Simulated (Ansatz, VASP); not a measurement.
**Ag: VASP beside Ansatz**

The input INCAR:

```
ALGO = Fast
EDIFF = 1E-6
ENCUT = 520
GGA = PS
ISIF = 2
ISMEAR = -1
LASPH = True
LCHARG = False
LREAL = False
LWAVE = False
NBANDS = 24
NELM = 80
PREC = Accurate
SIGMA = 0.05
```

Contents of KPOINTS:

```
k-points
0
Gamma
  10 10 10
```

The input POSCAR:

```
Ag
1.0
    1.4924315858      0.8616557778      7.2994588987
   -1.4924315858      0.8616557778      7.2994588987
    0.0000000000     -1.7233115556      7.2994588987
Ag
3
Direct
    0.2222810000      0.2222810000      0.2222810000
    0.7777190000      0.7777190000      0.7777190000
    0.0000000000      0.0000000000      0.0000000000
```

input.yaml

```yaml
crystal:
  lattice:
    - [1.4924315858, 0.8616557778, 7.2994588987]
    - [-1.4924315858, 0.8616557778, 7.2994588987]
    - [0.0, -1.7233115556, 7.2994588987]
  atoms:
    - { symbol: Ag, position: [0.222281, 0.222281, 0.222281] }
    - { symbol: Ag, position: [0.777719, 0.777719, 0.777719] }
    - { symbol: Ag, position: [0.0, 0.0, 0.0] }
kpoints:
  mp_grid: { grid: [10, 10, 10] }
scf:
  occupations: { method: fermi_dirac, width: 0.05 }
hamiltonian:
  xc: pbesol
  pseudopotentials: { kind: all_electron, lapw: { basis_error: 0.001 } }
output:
  forces: true
  stress: true
  eigenvalues: true
```

Change from the starting cell: volume scaled by 1.04.

Alike in both runs: task single point; functional PBEsol; k mesh 10 × 10 × 10; occupations fermi-dirac, width 0.05 eV; no spin polarisation.

|  | VASP | Ansatz |
| --- | --- | --- |
| version | VASP 6.6.1 | Ansatz 0.2.0 |
| potentials or method | VASP PAW PBE potentials, release 64 (Ag), cutoff 520 eV | all-electron LAPW, scalar-relativistic |

|  | VASP | Ansatz | Ansatz less VASP |
| --- | --- | --- | --- |
| gap on the k mesh at the Fermi level (eV) | none | none | - |
| pressure (GPa) | -9.8 | -9.8 | +0.03 |
| traceless stress, the component that is largest in VASP (GPa) | -0.35 | -0.35 | +0.003 |

VASP's potentials were made for PBE, not for PBEsol. A gap of «none» marks a metal or a gap that the smearing closes. Ansatz ran all-electron here, and VASP with PAW potentials.
